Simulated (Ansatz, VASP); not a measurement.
Ge: VASP beside Ansatz

Contents of INCAR:

```
SYSTEM = Ge
PREC     = Accurate       ! precision mode
ENCUT    = 600            ! plane-wave cutoff, eV
EDIFF    = 1E-7           ! SCF threshold, eV
ISMEAR   = 0              ! smearing method
SIGMA    = 0.1            ! smearing width, eV
LREAL    = .FALSE.        ! projectors in reciprocal space
LASPH    = .TRUE.         ! aspherical terms in the spheres
NELM     = 60             ! most SCF steps
ALGO     = Fast           ! electronic algorithm
ISIF     = 3              ! what is computed and relaxed
LWAVE    = .FALSE.        ! write WAVECAR
LCHARG   = .FALSE.        ! write CHGCAR
GGA      = PE             ! functional
IBRION   = 2              ! ionic algorithm
NSW      = 100            ! ionic steps
EDIFFG   = -0.01          ! ionic threshold
```

The input KPOINTS:

```
regular mesh
0
G
  22 22 22
  0 0 0
```

The input POSCAR:

```
Ge
1.0
   -2.5798707563      2.5798707563      1.4462561037
    2.5798707563     -2.5798707563      1.4462561037
    2.5798707563      2.5798707563     -1.4462561037
Ge
2
Direct
    0.7500000000      0.2500000000      0.5000000000
    0.0000000000      0.0000000000      0.0000000000
```

Input for Ansatz:

```yaml
crystal:
  lattice:
    - [-2.5798707563, 2.5798707563, 1.4462561037]
    - [2.5798707563, -2.5798707563, 1.4462561037]
    - [2.5798707563, 2.5798707563, -1.4462561037]
  atoms:
    - { symbol: Ge, position: [0.75, 0.25, 0.5] }
    - { symbol: Ge, position: [0.0, 0.0, 0.0] }
basis:
  ecutwfc: 420
kpoints:
  mp_grid: { grid: [22, 22, 22] }
hamiltonian:
  xc: pbe
scf:
  occupations: { method: gaussian, width: 0.1 }
output:
  forces: true
  stress: true
  eigenvalues: true
relax:
  adjacent_minimum: "off"
  f_tol: 0.01
  max_steps: 80
  cell: { stress_tol: 0.05 }
```

Alike in both runs: task relaxation of cell and atoms; functional PBE; k mesh 22 × 22 × 22; occupations gaussian, width 0.1 eV; no spin polarisation.

```csv
,VASP,Ansatz
version,VASP 6.6.1,Ansatz 0.2.0
potentials or method,"VASP PAW PBE potentials, release 64 (Ge_d), cutoff 600 eV","scalar-relativistic, plane waves, PAW"
valence electrons in the cell,28,28
```

```tsv
	VASP	Ansatz	Ansatz less VASP
gap on the k mesh at the Fermi level, each at its own relaxed structure (eV)	none	none	-
relaxed volume (Å³/atom)	19.32	19.30	-0.016
relaxed length of the cell vector where the two differ most in proportion (Å)	3.946	3.945	-0.0008
```

A gap of «none» marks a metal or a gap that the smearing closes.
